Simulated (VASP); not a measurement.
# TiN (km) (Fm-3m) in VASP: single point with PBEsol

Aim: the single point of TiN (km) with PBEsol.

Program: VASP 6.6.1. These are calculated values, not measurements. Logs are shortened: lines on timing, memory, paths and dates and some standing lists are left out, and cuts for length are marked.

**1. The cell of the first run**

The structure is cubic, space group Fm-3m (No. 225). Conventional cell: a = 4.204 Å, b = 4.204 Å, c = 4.204 Å, α = 90.00°, β = 90.00°, γ = 90.00°. Ti (site symmetry m-3m) has 6 N at 2.10 Å within 2.8 Å. N (site symmetry m-3m) has 6 Ti at 2.10 Å within 2.8 Å.

**2. Single point, PBEsol**

The input, INCAR:

```
SYSTEM = TiN
PREC = Accurate
ENCUT = 600
EDIFF = 1E-6
ISMEAR = 0
SIGMA = 0.1
LREAL = .FALSE.
LASPH = .TRUE.
NELM = 120
ALGO = Normal
ISIF = 2
LWAVE = .FALSE.
LCHARG = .FALSE.
GGA = PS
NBANDS = 16
GGA_COMPAT = .FALSE.
```

The input, KPOINTS:

```
Automatic mesh
0
G
  6 6 6
  0 0 0
```

The input, POSCAR:

```
TiN
1.0
    0.0000000000      2.1019140068      2.1019140068
    2.1019140068      0.0000000000      2.1019140068
    2.1019140068      2.1019140068      0.0000000000
Ti N
1 1
Direct
    0.0000000000      0.0000000000      0.0000000000
    0.5000000000      0.5000000000      0.5000000000
```

Potentials or basis: VASP PAW PBE potentials, release 64 (Ti_sv, N).

On the command line:

```bash
$ cat potpaw_PBE.64/Ti_sv/POTCAR potpaw_PBE.64/N/POTCAR > POTCAR
$ mpirun -np 1 vasp_std > vasp.out
```

OUTCAR:

```text
SYSTEM = TiN
   PREC = Accurate
   ENCUT = 600
   EDIFF = 1E-6
   ISMEAR = 0
   LREAL = .FALSE.
   LASPH = .TRUE.
   NELM = 120
   ISIF = 2
   GGA = PS

 ion  position               nearest neighbor table
   1  0.000  0.000  0.000-   2 2.10   2 2.10   2 2.10   2 2.10   2 2.10   2 2.10
   2  0.500  0.500  0.500-   1 2.10   1 2.10   1 2.10   1 2.10   1 2.10   1 2.10

  LATTYP: Found a face centered cubic cell.
 ALAT       =     4.2038280136

  Lattice vectors:

 A1 = (   0.0000000000,   2.1019140068,   2.1019140068)
 A2 = (   2.1019140068,   0.0000000000,   2.1019140068)
 A3 = (   2.1019140068,   2.1019140068,   0.0000000000)

Analysis of symmetry for initial positions (statically):
=====================================================================
 Subroutine PRICEL returns:
 Original cell was already a primitive cell.

 Routine SETGRP: Setting up the symmetry group for a
 face centered cubic supercell.

 Subroutine GETGRP returns: Found 48 space group operations
 (whereof 48 operations were pure point group operations)
 out of a pool of 48 trial point group operations.

The static configuration has the point symmetry O_h .

Analysis of symmetry for dynamics (positions and initial velocities):
=====================================================================
 Subroutine PRICEL returns:
 Original cell was already a primitive cell.

 Routine SETGRP: Setting up the symmetry group for a
 face centered cubic supercell.

 Subroutine GETGRP returns: Found 48 space group operations
 (whereof 48 operations were pure point group operations)
 out of a pool of 48 trial point group operations.

The dynamic configuration has the point symmetry O_h .

 Subroutine INISYM returns: Found 48 space group operations
 (whereof 48 operations are pure point group operations),
 and found     1 'primitive' translations

----------------------------------------------------------------------------------------

                                     Primitive cell

  volume of cell :      18.5727

  direct lattice vectors                    reciprocal lattice vectors
     0.000000000  2.101914007  2.101914007    -0.237878428  0.237878428  0.237878428
     2.101914007  0.000000000  2.101914007     0.237878428 -0.237878428  0.237878428
     2.101914007  2.101914007  0.000000000     0.237878428  0.237878428 -0.237878428

  length of vectors
     2.972555295  2.972555295  2.972555295     0.412017524  0.412017524  0.412017524

  position of ions in fractional coordinates (direct lattice)
     0.000000000  0.000000000  0.000000000
     0.500000000  0.500000000  0.500000000

  ion indices of the primitive-cell ions
   primitive index   ion index
                 1           1
                 2           2

----------------------------------------------------------------------------------------

 KPOINTS: Automatic mesh

Automatic generation of k-mesh.
 Grid dimensions read from file:
 generate k-points for:    6    6    6

 Generating k-lattice:

  Cartesian coordinates                     Fractional coordinates (reciprocal lattice)
    -0.039646405  0.039646405  0.039646405     0.166666667  0.000000000  0.000000000
     0.039646405 -0.039646405  0.039646405     0.000000000  0.166666667  0.000000000
     0.039646405  0.039646405 -0.039646405     0.000000000  0.000000000  0.166666667

  Length of vectors
     0.068669587  0.068669587  0.068669587

  Shift w.r.t. Gamma in fractional coordinates (k-lattice)
     0.000000000  0.000000000  0.000000000

 Subroutine IBZKPT returns following result:
 ===========================================

 Found     16 irreducible k-points:

 Following reciprocal coordinates:
            Coordinates               Weight
  0.000000  0.000000  0.000000      1.000000
  0.166667  0.000000  0.000000      8.000000
  0.333333  0.000000  0.000000      8.000000
  0.500000  0.000000  0.000000      4.000000
  0.166667  0.166667  0.000000      6.000000
  0.333333  0.166667  0.000000     24.000000
[... 8 lines left out ...]
 -0.333333  0.333333  0.166667     24.000000
 -0.333333  0.500000  0.166667     12.000000
   k-points           NKPTS =     16   k-points in BZ     NKDIM =     16   number of bands    NBANDS=     16
   number of dos      NEDOS =    301   number of ions     NIONS =      2
   total plane-waves  NPLWV =  13824
   dimension x,y,z NGX =    24 NGY =   24 NGZ =   24
   dimension x,y,z NGXF=    48 NGYF=   48 NGZF=   48
   ions per type =               1   1
   NGX,Y,Z   is equivalent  to a cutoff of  13.42, 13.42, 13.42 a.u.
   NGXF,Y,Z  is equivalent  to a cutoff of  26.84, 26.84, 26.84 a.u.
 SYSTEM =  TiN
   PREC   = accura    normal or accurate (medium, high low for compatibility)
   ISTART =      0    job   : 0-new  1-cont  2-samecut
   ICHARG =      2    charge: 1-file 2-atom 10-const
   ISPIN  =      1    spin polarized calculation?
   LNONCOLLINEAR =      F non collinear calculations
   LSORBIT =      F    spin-orbit coupling
   LASPH  =      T    aspherical Exc in radial PAW
   ENCUT  =  600.0 eV  44.10 Ry    6.64 a.u.   5.94  5.94  5.94*2*pi/ulx,y,z
   NELM   =    120;   NELMIN=  2; NELMDL= -5     # of ELM steps
   EDIFF  = 0.1E-05   stopping-criterion for ELM
   LREAL  =      F    real-space projection
   EDIFFG = 0.1E-04   stopping-criterion for IOM
   NSW    =      0    number of steps for IOM
   IBRION =     -1    ionic relax: 0-MD 1-quasi-New 2-CG
   NFREE  =      0    steps in history (QN), initial steepest desc. (CG)
   ISIF   =      2    stress and relaxation
   ISYM   =      2    0-nonsym 1-usesym 2-fastsym
   POTIM  = 0.5000    time-step for ionic-motion
   TEBEG  =    0.0;   TEEND  =   0.0 temperature during run
   PSTRESS=    0.0 pullay stress
   NELECT =      17.0000    total number of electrons
   NUPDOWN=      -1.0000    fix difference up-down
   EMIN   =  10.00;   EMAX   =-10.00  energy-range for DOS
   EFERMI =   0.00;   METHOD = LEGACY
   ISMEAR =     0;   SIGMA  =   0.10  broadening in eV -4-tet -1-fermi 0-gaus
   EFERMI_NEDOS =   21; number of points for ismear=-14 and -15
   IALGO  =     38    algorithm
   IMIX   =      4    mixing-type and parameters
     AMIX     =   0.40;   BMIX     =  1.00
     AMIX_MAG =   1.60;   BMIX_MAG =  1.00
  volume/ion in A,a.u.               =       9.29        62.67
  Fermi-wavevector in a.u.,A,eV,Ry     =   1.589521  3.003759 34.376155  2.526576
  Thomas-Fermi vector in A             =   2.688357
   LORBIT       =      0    0 simple, 1 ext, 2 COOP (PROOUT), +10 PAW based schemes
   GGA     = PS    functional components
   LHFCALC =     F    Hartree Fock is set to
   AEXX    =    0.0000 exact exchange contribution
   IVDW    =     0    specifies the selected vdW correction
   LEPSILON=     F    determine dielectric tensor
   LRPA    =     F    only Hartree local field effects (RPA)
 non-spin polarized calculation
 Gauss-broadening in eV      SIGMA  =   0.10
  energy-cutoff  :      600.00
  volume of cell :       18.57
 maximum number of plane-waves:       636
   NGX = 11   NGY = 11   NGZ = 11

 number of electron      16.9999998 magnetization

 Free energy of the ion-electron system (eV)
  ---------------------------------------------------
  ext. energy  EPLUGINS =         0.00000000
  ---------------------------------------------------
  free energy    TOTEN  =       -20.79479134 eV

  energy without entropy =      -20.78979721  energy(sigma->0) =      -20.79229428

 E-fermi :  11.5921     XC(G=0): -13.3725

 val. band max:       11.4527238048   @ k =   0.5000   0.3333   0.1667
 cond. band min:      11.6079731769   @ k =   0.1667   0.0000   0.0000
 fundamental gap:      0.1552493721
 Fermi energy:        11.5920700216

 k-point     1 :       0.0000    0.0000    0.0000
  band No.  band energies     occupation
      1     -45.9166      2.00000
      2     -21.9748      2.00000
      3     -21.9748      2.00000
      4     -21.9748      2.00000
      5      -5.5142      2.00000
      6       9.6436      2.00000
[... 8 lines left out ...]
     15      24.8143      0.00000
     16      31.7624      0.00000

 k-point     2 :       0.1667    0.0000    0.0000
  band No.  band energies     occupation
      1     -45.8888      2.00000
      2     -22.1640      2.00000
      3     -21.9904      2.00000
      4     -21.9904      2.00000
      5      -4.9665      2.00000
      6       7.4921      2.00000
[... 8 lines left out ...]
     15      24.9978      0.00000
     16      30.8121      0.00000

 k-point     3 :       0.3333    0.0000    0.0000
  band No.  band energies     occupation
      1     -45.8328      2.00000
      2     -22.5261      2.00000
      3     -22.0212      2.00000
      4     -22.0212      2.00000
      5      -3.7001      2.00000
      6       4.7179      2.00000
[... 8 lines left out ...]
     15      24.8649      0.00000
     16      27.9663      0.00000

 k-point     4 :       0.5000    0.0000    0.0000
  band No.  band energies     occupation
      1     -45.8045      2.00000
      2     -22.6999      2.00000
      3     -22.0365      2.00000
      4     -22.0365      2.00000
      5      -2.8910      2.00000
      6       3.4002      2.00000
[... 8 lines left out ...]
     15      25.7579      0.00000
     16      26.3608      0.00000

 k-point     5 :       0.1667    0.1667    0.0000
  band No.  band energies     occupation
      1     -45.8797      2.00000
      2     -22.1485      2.00000
      3     -22.0323      2.00000
      4     -22.0323      2.00000
      5      -4.8584      2.00000
      6       6.5890      2.00000
[... 8 lines left out ...]
     15      25.4344      0.00000
     16      30.1513      0.00000

 k-point     6 :       0.3333    0.1667    0.0000
  band No.  band energies     occupation
      1     -45.8332      2.00000
      2     -22.4092      2.00000
      3     -22.0765      2.00000
      4     -22.0735      2.00000
      5      -4.0378      2.00000
      6       5.1927      2.00000
[... 8 lines left out ...]
     15      24.9913      0.00000
     16      27.7426      0.00000

 k-point     7 :       0.5000    0.1667    0.0000
  band No.  band energies     occupation
      1     -45.7956      2.00000
      2     -22.6135      2.00000
      3     -22.1389      2.00000
      4     -22.0790      2.00000
      5      -3.2150      2.00000
      6       4.1530      2.00000
[... 8 lines left out ...]
     15      25.1276      0.00000
     16      25.9020      0.00000

 k-point     8 :      -0.3333    0.1667    0.0000
  band No.  band energies     occupation
      1     -45.8049      2.00000
      2     -22.5624      2.00000
      3     -22.1680      2.00000
      4     -22.0374      2.00000
      5      -3.3266      2.00000
      6       4.2954      2.00000
[... 8 lines left out ...]
     15      24.4529      0.00000
     16      26.3178      0.00000

 k-point     9 :      -0.1667    0.1667    0.0000
  band No.  band energies     occupation
      1     -45.8517      2.00000
      2     -22.3353      2.00000
      3     -22.0991      2.00000
      4     -21.9929      2.00000
      5      -4.2546      2.00000
      6       5.8046      2.00000
[... 8 lines left out ...]
     15      24.6712      0.00000
     16      27.8184      0.00000

 k-point    10 :       0.3333    0.3333    0.0000
  band No.  band energies     occupation
      1     -45.8057      2.00000
      2     -22.4470      2.00000
      3     -22.1472      2.00000
      4     -22.1472      2.00000
      5      -4.0709      2.00000
      6       5.1761      2.00000
[... 8 lines left out ...]
     15      25.8470      0.00000
     16      26.1531      0.00000

 k-point    11 :       0.5000    0.3333    0.0000
  band No.  band energies     occupation
      1     -45.7777      2.00000
      2     -22.5228      2.00000
      3     -22.2510      2.00000
      4     -22.1630      2.00000
      5      -3.7997      2.00000
      6       5.4559      2.00000
[... 8 lines left out ...]
     15      24.3187      0.00000
     16      25.3582      0.00000

 k-point    12 :      -0.3333    0.3333    0.0000
  band No.  band energies     occupation
      1     -45.7773      2.00000
      2     -22.4450      2.00000
      3     -22.4001      2.00000
      4     -22.1085      2.00000
      5      -3.4032      2.00000
      6       5.0140      2.00000
[... 8 lines left out ...]
     15      23.3884      0.00000
     16      25.2502      0.00000

 k-point    13 :       0.5000    0.5000    0.0000
  band No.  band energies     occupation
      1     -45.7686      2.00000
      2     -22.5748      2.00000
      3     -22.2046      2.00000
      4     -22.2046      2.00000
      5      -4.0713      2.00000
      6       5.7840      2.00000
[... 8 lines left out ...]
     15      23.6488      0.00000
     16      26.3868      0.00000

 k-point    14 :       0.5000    0.3333    0.1667
  band No.  band energies     occupation
      1     -45.7960      2.00000
      2     -22.4873      2.00000
      3     -22.2321      2.00000
      4     -22.1030      2.00000
      5      -3.6113      2.00000
      6       4.9134      2.00000
[... 8 lines left out ...]
     15      24.4413      0.00000
     16      25.6026      0.00000

 k-point    15 :      -0.3333    0.3333    0.1667
  band No.  band energies     occupation
      1     -45.7773      2.00000
      2     -22.5055      2.00000
      3     -22.3042      2.00000
      4     -22.1441      2.00000
      5      -3.4031      2.00000
      6       5.0093      2.00000
[... 8 lines left out ...]
     15      24.3088      0.00000
     16      25.3898      0.00000

 k-point    16 :      -0.3333    0.5000    0.1667
  band No.  band energies     occupation
      1     -45.7683      2.00000
      2     -22.4833      2.00000
      3     -22.2983      2.00000
      4     -22.2230      2.00000
      5      -3.7009      2.00000
      6       5.8770      2.00000
[... 8 lines left out ...]
     15      24.1626      0.00000
     16      24.7934      0.00000

------------------------ aborting loop because EDIFF is reached ----------------------------------------

  FORCE on cell =-STRESS in cart. coord.  units (eV):
  Direction    XX          YY          ZZ          XY          YZ          ZX
  --------------------------------------------------------------------------------------
  -------------------------------------------------------------------------------------
  Total        0.0251350      0.0251350      0.0251350      0.0000000     -0.0000000      0.0000000
  in kB        2.1682763      2.1682763      2.1682763      0.0000000     -0.0000000      0.0000000
  external PRESSURE =       2.1682763 kB  Pullay stress =       0.0000000 kB

 VOLUME and BASIS-vectors are now :
 -----------------------------------------------------------------------------
  energy-cutoff  :      600.00
  volume of cell :       18.57
      direct lattice vectors                 reciprocal lattice vectors
     0.000000000  2.101914007  2.101914007    -0.237878428  0.237878428  0.237878428
     2.101914007  0.000000000  2.101914007     0.237878428 -0.237878428  0.237878428
     2.101914007  2.101914007  0.000000000     0.237878428  0.237878428 -0.237878428

 POSITION                                       TOTAL-FORCE (eV/Angst)
 -----------------------------------------------------------------------------------
      0.00000      0.00000      0.00000         0.000000     -0.000000     -0.000000
      2.10191      2.10191      2.10191        -0.000000      0.000000      0.000000
 -----------------------------------------------------------------------------------
    total drift:                                0.000000     -0.000000     -0.000000

  FREE ENERGIE OF THE ION-ELECTRON SYSTEM (eV)
  ---------------------------------------------------
  free  energy   TOTEN  =       -20.7947913387 eV

  energy  without entropy=      -20.7897972117  energy(sigma->0) =      -20.79229428
```

It took 5.7 s on 1 thread of Intel Xeon Platinum 8375C at 2.90GHz (Ice Lake), shared host; peak memory 0.14 GiB.

Results:

```yaml
Free_energy: -20.7948 eV
Pressure: 0.2 GPa
```

Caveat: the k points lie up to 0.43 Å⁻¹ apart; the PAW data sets were made with another functional, which shifts forces and pressure a little.
